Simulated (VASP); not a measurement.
# Rh (Fm-3m) in VASP: further runs

The runs below take Rh through single point, with r2SCAN+D3(BJ), PBEsol.

All numbers are computed with VASP 6.6.1; they aren't measurements. Logs are shortened: lines on timing, memory, paths and dates and some standing lists are left out, and cuts for length are marked.

## (1) The cell of the first run

The structure is cubic, space group Fm-3m (No. 225). Conventional cell: a = 3.792 Å, b = 3.792 Å, c = 3.792 Å, α = 90.00°, β = 90.00°, γ = 90.00°. Within 3.5 Å of Rh (site symmetry m-3m) lie 12 Rh at 2.68 Å.

## (2) Single point, r2SCAN+D3(BJ)

The input, POSCAR:

```
Rh
1.0
    0.0000000000      1.8958109512      1.8958109512
    1.8958109512      0.0000000000      1.8958109512
    1.8958109512      1.8958109512      0.0000000000
Rh
1
Direct
    0.0000000000      0.0000000000      0.0000000000
```

The input, INCAR.step1:

```
ALGO = Normal
EDIFF = 1E-4
ENCUT = 520
GGA = PE
ISMEAR = -1
LASPH = T
LCHARG = F
LREAL = F
LWAVE = T
NBANDS = 14
NELM = 100
PREC = Accurate
SIGMA = 0.05
```

The input, INCAR.step2:

```
ALGO = Normal
EDIFF = 1E-6
ENCUT = 520
ISIF = 2
ISMEAR = -1
ISTART = 1
IVDW = 12
LASPH = T
LCHARG = F
LMIXTAU = T
LREAL = F
LWAVE = F
METAGGA = R2SCAN
NBANDS = 14
NELM = 100
PREC = Accurate
SIGMA = 0.05
VDW_A1 = 0.49484001
VDW_A2 = 5.73083694
VDW_S6 = 1.0
VDW_S8 = 0.78981345
```

The input, KPOINTS:

```
k-points
0
Gamma
  12 12 12
```

Potentials or basis: VASP PAW PBE potentials, release 64 (Rh_pv).

Launch:

```console
$ cat potpaw_PBE.64/Rh_pv/POTCAR > POTCAR
$ cp INCAR.step1 INCAR
$ mpirun -np 1 vasp_std > vasp.out
$ cp INCAR.step2 INCAR
$ mpirun -np 1 vasp_std > vasp.out
```

OUTCAR:

```text
EDIFF = 1E-6
   ENCUT = 520
   ISIF = 2
   ISMEAR = -1
   ISTART = 1
   IVDW = 12
   LASPH = T
   LREAL = F
   METAGGA = R2SCAN
   NELM = 100
   PREC = Accurate
 IVDW          = 12

 ion  position               nearest neighbor table
   1  0.000  0.000  0.000-

  LATTYP: Found a face centered cubic cell.
 ALAT       =     3.7916219024

  Lattice vectors:

 A1 = (   0.0000000000,   1.8958109512,   1.8958109512)
 A2 = (   1.8958109512,   0.0000000000,   1.8958109512)
 A3 = (   1.8958109512,   1.8958109512,   0.0000000000)

Analysis of symmetry for initial positions (statically):
=====================================================================
 Subroutine PRICEL returns:
 Original cell was already a primitive cell.

 Routine SETGRP: Setting up the symmetry group for a
 face centered cubic supercell.

 Subroutine GETGRP returns: Found 48 space group operations
 (whereof 48 operations were pure point group operations)
 out of a pool of 48 trial point group operations.

The static configuration has the point symmetry O_h .

Analysis of symmetry for dynamics (positions and initial velocities):
=====================================================================
 Subroutine PRICEL returns:
 Original cell was already a primitive cell.

 Routine SETGRP: Setting up the symmetry group for a
 face centered cubic supercell.

 Subroutine GETGRP returns: Found 48 space group operations
 (whereof 48 operations were pure point group operations)
 out of a pool of 48 trial point group operations.

The dynamic configuration has the point symmetry O_h .

 Subroutine INISYM returns: Found 48 space group operations
 (whereof 48 operations are pure point group operations),
 and found     1 'primitive' translations

----------------------------------------------------------------------------------------

                                     Primitive cell

  volume of cell :      13.6275

  direct lattice vectors                    reciprocal lattice vectors
     0.000000000  1.895810951  1.895810951    -0.263739377  0.263739377  0.263739377
     1.895810951  0.000000000  1.895810951     0.263739377 -0.263739377  0.263739377
     1.895810951  1.895810951  0.000000000     0.263739377  0.263739377 -0.263739377

  length of vectors
     2.681081559  2.681081559  2.681081559     0.456810002  0.456810002  0.456810002

  position of ions in fractional coordinates (direct lattice)
     0.000000000  0.000000000  0.000000000

  ion indices of the primitive-cell ions
   primitive index   ion index
                 1           1

----------------------------------------------------------------------------------------

 KPOINTS: k-points

Automatic generation of k-mesh.
 Grid dimensions read from file:
 generate k-points for:   12   12   12

 Generating k-lattice:

  Cartesian coordinates                     Fractional coordinates (reciprocal lattice)
    -0.021978281  0.021978281  0.021978281     0.083333333  0.000000000  0.000000000
     0.021978281 -0.021978281  0.021978281     0.000000000  0.083333333  0.000000000
     0.021978281  0.021978281 -0.021978281     0.000000000  0.000000000  0.083333333

  Length of vectors
     0.038067500  0.038067500  0.038067500

  Shift w.r.t. Gamma in fractional coordinates (k-lattice)
     0.000000000  0.000000000  0.000000000

 Subroutine IBZKPT returns following result:
 ===========================================

 Found     72 irreducible k-points:

 Following reciprocal coordinates:
            Coordinates               Weight
  0.000000  0.000000  0.000000      1.000000
  0.083333  0.000000  0.000000      8.000000
  0.166667  0.000000  0.000000      8.000000
  0.250000  0.000000  0.000000      8.000000
  0.333333  0.000000  0.000000      8.000000
  0.416667  0.000000  0.000000      8.000000
[... 16 lines left out ...]
  0.500000  0.166667  0.000000     24.000000
 -0.416667  0.166667  0.000000     24.000000
 [... further k-points ...]
   k-points           NKPTS =     72   k-points in BZ     NKDIM =     72   number of bands    NBANDS=     14
   number of dos      NEDOS =    301   number of ions     NIONS =      1
   total plane-waves  NPLWV =   8000
   dimension x,y,z NGX =    20 NGY =   20 NGZ =   20
   dimension x,y,z NGXF=    40 NGYF=   40 NGZF=   40
   ions per type =               1
   NGX,Y,Z   is equivalent  to a cutoff of  12.40, 12.40, 12.40 a.u.
   NGXF,Y,Z  is equivalent  to a cutoff of  24.80, 24.80, 24.80 a.u.
 SYSTEM =  unknown system
   PREC   = accura    normal or accurate (medium, high low for compatibility)
   ISTART =      1    job   : 0-new  1-cont  2-samecut
   ICHARG =      0    charge: 1-file 2-atom 10-const
   ISPIN  =      1    spin polarized calculation?
   LNONCOLLINEAR =      F non collinear calculations
   LSORBIT =      F    spin-orbit coupling
   LASPH  =      T    aspherical Exc in radial PAW
   ENCUT  =  520.0 eV  38.22 Ry    6.18 a.u.   4.99  4.99  4.99*2*pi/ulx,y,z
   NELM   =    100;   NELMIN=  2; NELMDL=  0     # of ELM steps
   EDIFF  = 0.1E-05   stopping-criterion for ELM
   LREAL  =      F    real-space projection
   EDIFFG = 0.1E-04   stopping-criterion for IOM
   NSW    =      0    number of steps for IOM
   IBRION =     -1    ionic relax: 0-MD 1-quasi-New 2-CG
   NFREE  =      0    steps in history (QN), initial steepest desc. (CG)
   ISIF   =      2    stress and relaxation
   ISYM   =      2    0-nonsym 1-usesym 2-fastsym
   POTIM  = 0.5000    time-step for ionic-motion
   TEBEG  =    0.0;   TEEND  =   0.0 temperature during run
   PSTRESS=    0.0 pullay stress
   NELECT =      15.0000    total number of electrons
   NUPDOWN=      -1.0000    fix difference up-down
   EMIN   =  10.00;   EMAX   =-10.00  energy-range for DOS
   EFERMI =   0.00;   METHOD = LEGACY
   ISMEAR =    -1;   SIGMA  =   0.05  broadening in eV -4-tet -1-fermi 0-gaus
   EFERMI_NEDOS =   21; number of points for ismear=-14 and -15
   IALGO  =     38    algorithm
   IMIX   =      4    mixing-type and parameters
     AMIX     =   0.40;   BMIX     =  1.00
     AMIX_MAG =   1.60;   BMIX_MAG =  1.00
  volume/ion in A,a.u.               =      13.63        91.96
  Fermi-wavevector in a.u.,A,eV,Ry     =   1.690312  3.194227 38.873952  2.857155
  Thomas-Fermi vector in A             =   2.772282
   LORBIT       =      0    0 simple, 1 ext, 2 COOP (PROOUT), +10 PAW based schemes
   METAGGA = R2SCAN    functional components
   LHFCALC =     F    Hartree Fock is set to
   AEXX    =    0.0000 exact exchange contribution
   IVDW    =    12    specifies the selected vdW correction
   LEPSILON=     F    determine dielectric tensor
   LRPA    =     F    only Hartree local field effects (RPA)
 non-spin polarized calculation
  energy-cutoff  :      520.00
  volume of cell :       13.63
 maximum number of plane-waves:       380
   NGX =  9   NGY =  9   NGZ =  9

 number of electron      15.0000007 magnetization

 Free energy of the ion-electron system (eV)
  ---------------------------------------------------
  ext. energy  EPLUGINS =         0.00000000
  ---------------------------------------------------
  free energy    TOTEN  =       -24.14145591 eV

  energy without entropy =      -24.13322288  energy(sigma->0) =      -24.13733940

 E-fermi :  11.9060     XC(G=0): -15.2793

 val. band max:       11.8436832055   @ k =  -0.3333   0.3333   0.0000
 cond. band min:      11.9174916802   @ k =   0.3333   0.1667   0.0000
 fundamental gap:      0.0738084747
 Fermi energy:        11.9060460220

 k-point     1 :       0.0000    0.0000    0.0000
  band No.  band energies     occupation
      1     -35.9278      2.00000
      2     -35.9278      2.00000
      3     -35.9278      2.00000
      4       3.6441      2.00000
      5       8.6678      2.00000
      6       8.6678      2.00000
      7       8.6678      2.00000
      8      10.7984      2.00000
      9      10.7984      2.00000
     10      28.6090      0.00000
     11      29.2233      0.00000
     12      34.4115      0.00000
     13      34.4115      0.00000
     14      34.4115      0.00000

 k-point     2 :       0.0833    0.0000    0.0000
  band No.  band energies     occupation
      1     -35.9841      2.00000
      2     -35.9354      2.00000
      3     -35.9354      2.00000
      4       3.9362      2.00000
      5       8.5423      2.00000
      6       8.7790      2.00000
      7       8.7790      2.00000
      8      10.7394      2.00000
      9      10.7394      2.00000
     10      29.0223      0.00000
     11      29.2230      0.00000
     12      32.9824      0.00000
     13      34.8353      0.00000
     14      34.8353      0.00000

 k-point     3 :       0.1667    0.0000    0.0000
  band No.  band energies     occupation
      1     -36.1363      2.00000
      2     -35.9560      2.00000
      3     -35.9559      2.00000
      4       4.7076      2.00000
      5       8.3244      2.00000
      6       9.0007      2.00000
      7       9.0007      2.00000
      8      10.6946      2.00000
      9      10.6946      2.00000
     10      29.2221      0.00000
     11      29.8817      0.00000
     12      30.5407      0.00000
     13      36.0109      0.00000
     14      36.0109      0.00000
[... 324 lines left out ...]
 k-point    23 :       0.5000    0.1667    0.0000
  band No.  band energies     occupation
      1     -36.6567      2.00000
      2     -36.1604      2.00000
      3     -36.0862      2.00000
      4       6.1734      2.00000
      5       7.9306      2.00000
      6       9.3554      2.00000
      7       9.5145      2.00000
      8      12.5405      0.00001
      9      15.6867      0.00000
     10      21.6082      0.00000
     11      29.0854      0.00000
     12      29.2236      0.00000
     13      32.3526      0.00000
     14      32.6984      0.00000

 k-point    24 :      -0.4167    0.1667    0.0000
  band No.  band energies     occupation
      1     -36.6638      2.00000
      2     -36.1872      2.00000
      3     -36.0695      2.00000
      4       6.2446      2.00000
      5       7.9455      2.00000
      6       9.2568      2.00000
      7       9.7671      2.00000
      8      12.1581      0.01286
      9      16.2893      0.00000
     10      21.1720      0.00000
     11      28.7397      0.00000
     12      29.2230      0.00000
     13      31.7690      0.00000
     14      33.5194      0.00000

 [... further k-points ...]

------------------------ aborting loop because EDIFF is reached ----------------------------------------

 Edisp (eV)   -0.30783

 E8    (eV) :    -0.1092

  FORCE on cell =-STRESS in cart. coord.  units (eV):
  Direction    XX          YY          ZZ          XY          YZ          ZX
  --------------------------------------------------------------------------------------
  -------------------------------------------------------------------------------------
  Total      -0.05841    -0.05841    -0.05841    -0.00000    -0.00000     0.00000
  in kB      -6.86762    -6.86762    -6.86762    -0.00000    -0.00000     0.00000
  external pressure =       -6.87 kB  Pullay stress =        0.00 kB

 VOLUME and BASIS-vectors are now :
 -----------------------------------------------------------------------------
  energy-cutoff  :      520.00
  volume of cell :       13.63
      direct lattice vectors                 reciprocal lattice vectors
     0.000000000  1.895810951  1.895810951    -0.263739377  0.263739377  0.263739377
     1.895810951  0.000000000  1.895810951     0.263739377 -0.263739377  0.263739377
     1.895810951  1.895810951  0.000000000     0.263739377  0.263739377 -0.263739377

 POSITION                                       TOTAL-FORCE (eV/Angst)
 -----------------------------------------------------------------------------------
      0.00000      0.00000      0.00000         0.000000      0.000000     -0.000000
 -----------------------------------------------------------------------------------
    total drift:                               -0.000000     -0.000000     -0.000000

  FREE ENERGIE OF THE ION-ELECTRON SYSTEM (eV)
  ---------------------------------------------------
  free  energy   TOTEN  =       -24.4492828596 eV

  energy  without entropy=      -24.4410498245  energy(sigma->0) =      -24.44516634
```

It took 30 s on 1 thread of AMD EPYC 9R45 (Zen 5), shared host; peak memory 0.11 GiB.

Results:

```
Free energy                : -24.4493 eV
Pressure                   : -0.7 GPa
Dispersion energy per atom : -0.308 eV
```

Caveat: three body term missing; the PAW data sets were made with another functional, which shifts forces and pressure a little; pairwise dispersion overbinds metals, which lowers pressure and volume.

## (3) Single point, PBEsol

This run uses another cell than the first one, of 13.67 Å³/atom, 1.003 times its volume.

The input, INCAR:

```
PREC = Accurate ; ENCUT = 520
EDIFF = 1E-7 ; ISMEAR = -1
SIGMA = 0.05 ; LREAL = False
LASPH = True ; NELM = 80
ALGO = Normal ; ISIF = 2
LWAVE = False ; LCHARG = False
GGA = PS ; NBANDS = 14
```

The input, KPOINTS:

```
Automatic mesh
0
Gamma
  9 9 9
```

The input, POSCAR:

```
Rh
1.0
    0.0000000000      1.8978500000      1.8978500000
    1.8978500000      0.0000000000      1.8978500000
    1.8978500000      1.8978500000      0.0000000000
Rh
1
Direct
    0.0000000000      0.0000000000      0.0000000000
```

Potentials or basis: VASP PAW PBE potentials, release 64 (Rh_pv).

Launch:

```console
$ cat potpaw_PBE.64/Rh_pv/POTCAR > POTCAR
$ mpirun -np 1 vasp_std > vasp.out
```

Run time: 2.9 s. Hardware: 1 thread of Intel Xeon 6975P-C (Granite Rapids), shared host; peak memory 0.12 GiB.

The run converged. Its results:

- Free energy: -8.1345 eV
- Pressure: -3.6 GPa

Levels at points of the mesh, in eV from the Fermi level:
| k point | band 4 | band 5 | band 6 | band 7 | band 8 | band 9 | band 10 | band 11 | band 12 | band 13 |
| --- | --- | --- | --- | --- | --- | --- | --- | --- | --- | --- |
| (0.00, 0.00, 0.00) | -8.02 | -3.05 | -3.05 | -3.05 | -0.93 | -0.93 | 16.01 | 20.39 | 21.48 | 21.48 |

Caveat: the PAW data sets were made with another functional, which shifts forces and pressure a little.

## (4) Single point, PBEsol, non-collinear spin, zero start, spin-orbit coupling

This run uses another cell than the first one, of 13.67 Å³/atom, 1.003 times its volume.

The input, INCAR:

```
SYSTEM = Rh
  ALGO = Fast
  EDIFF = 1E-7
  ENCUT = 520
  GGA = PS
  GGA_COMPAT = .False.
  ISIF = 2
  ISMEAR = -1
  LASPH = .True.
  LCHARG = .False.
  LMAXMIX = 4
  LORBIT = 11
  LORBMOM = .True.
  LREAL = .False.
  LSORBIT = .True.
  LWAVE = .False.
  MAGMOM = 0 0 0
  NBANDS = 26
  NELM = 150
  PREC = Accurate
  SIGMA = 0.05
```

The input, KPOINTS:

```
k-points
0
Gamma
  9 9 9
  0 0 0
```

POSCAR is that of step 3.

Launch:

```console
$ cat potpaw_PBE.64/Rh_pv/POTCAR > POTCAR
$ mpirun -np 1 vasp_ncl > vasp.out
```

It took 15 s on 1 thread of Intel Xeon 6975P-C (Granite Rapids), shared host; peak memory 0.16 GiB.

The run converged. Its results:

```
Free energy                                           : -8.2922 eV
Pressure                                              : -3.2 GPa
Net moment                                            : 0.00 μB per cell
Valence electrons inside the program's atomic spheres : Rh 13.79
```

Moments on the atoms (μB; x, y, z):
```
Rh  0.00 0.00 0.00
```

Caveat: the PAW data sets were made with another functional, which shifts forces and pressure a little.

## (5) Summary

```csv
level,spin,cell,k mesh,gap on the mesh (eV),pressure (GPa)
r2SCAN+D3(BJ),off,"a = 2.681 Å, angles 60.0°, 1 atom",12 × 12 × 12,none,-0.7
PBEsol,off,"a = 2.684 Å, angles 60.0°, 1 atom",9 × 9 × 9,none,-3.6
PBEsol,"non-collinear, zero start, SOC","a = 2.684 Å, angles 60.0°, 1 atom",9 × 9 × 9,-,-3.2
```

Alike in all rows: task single point; potentials or basis VASP PAW PBE potentials, release 64 (Rh_pv); cutoff (eV) 520; smearing fermi-dirac 0.05 eV.

Caveats: the PAW data sets were made with another functional, which shifts forces and pressure a little; three body term missing (some runs); pairwise dispersion overbinds metals, which lowers pressure and volume (some runs).

Total energies depend on the potentials used, so only differences within one code and one set of settings carry meaning.
